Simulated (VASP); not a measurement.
A run of VASP 6.6.1:

INCAR

```
  PREC = Accurate
  ENCUT = 520
  EDIFF = 1E-6
  ISMEAR = 1
  SIGMA = 0.1
  LREAL = Auto
  LASPH = True
  NELM = 80
  ALGO = Normal
  ISIF = 2
  LWAVE = False
  LCHARG = True
  GGA = PE
  LELF = True
  LVHAR = True
  NBANDS = 136
```

Contents of KPOINTS:

```
Automatic mesh
0
Gamma
  3 2 2
```

POSCAR

```
Ti12B24F
1.0
    6.0635047200      0.0000000600      0.0000000000
   -4.5476286100      7.8767236400      0.0000000000
    0.0000000000      0.0000000000      6.4483601600
Ti B F
12 24 1
Direct
    0.0117705180     -0.0118370283     -0.0115085073
    0.0013906980     -0.0023076854      0.4951410779
    0.0184041451      0.3574741387     -0.0063338584
    0.0028295625      0.3384610305      0.4975986019
   -0.0030276820      0.6653220602     -0.0021650466
   -0.0030702719      0.6654209592      0.4978057863
    0.4667482109     -0.0135343111     -0.0102001126
    0.4934178294     -0.0030949454      0.4957210703
    0.4974748481      0.3314666211      0.0002799161
    0.5008800150      0.3360659953      0.5018309957
    0.5039377981      0.6703577796     -0.0013744580
    0.5009530312      0.6661188344      0.4989474719
    0.1796992248      0.2279216678      0.2705548320
    0.3331959019      0.1117087536      0.2512637259
    0.1661685522      0.2225983886      0.7451005962
    0.3326068146      0.1110884449      0.7446699441
    0.1661070686      0.5563884415      0.2487261816
    0.3355512457      0.4460994368      0.2499792133
    0.1669929139      0.5572285116      0.7450008810
    0.3345543349      0.4456295714      0.7486459937
    0.1647344724      0.8875795711      0.2472954302
    0.3314641479      0.7766022092      0.2511165567
    0.1636398527      0.8861504236      0.7412309303
    0.3323522766      0.7768478697      0.7443507932
    0.6604333288      0.2274949639      0.2720803362
    0.8339805047      0.1127982891      0.2904152302
    0.6664018123      0.2222500166      0.7450691154
    0.8334357110      0.1110570829      0.7119521686
    0.6668792508      0.5561849267      0.2492894255
    0.8319782868      0.4451716361      0.2504718967
    0.6661273637      0.5555922945      0.7494879132
    0.8325854427      0.4450780693      0.7484124460
    0.6591979296      0.8800656564      0.2687605774
    0.8318241625      0.7763795240      0.2503382193
    0.6662371400      0.8891344016      0.7437351328
    0.8310486593      0.7759572672      0.7453141389
   -0.1671701083      0.1133235151      0.0485300126
```

Potentials or basis: VASP PAW PBE potentials, release 64 (Ti_sv, B, F).

Run with:

```bash
$ cat potpaw_PBE.64/Ti_sv/POTCAR potpaw_PBE.64/B/POTCAR potpaw_PBE.64/F/POTCAR > POTCAR
$ mpirun -np 1 vasp_std > vasp.out
```

Hardware: 1 thread of Intel(R) Xeon(R) Platinum 8488C (Sapphire Rapids), on a shared host.

**Question.** How long does it take, and how much memory?

**Answer.** Wall time 11 min on 1 thread of Intel(R) Xeon(R) Platinum 8488C (Sapphire Rapids), with other jobs on the host, peak memory 0.52 GiB. Counts: scf iterations 19, k points 8.
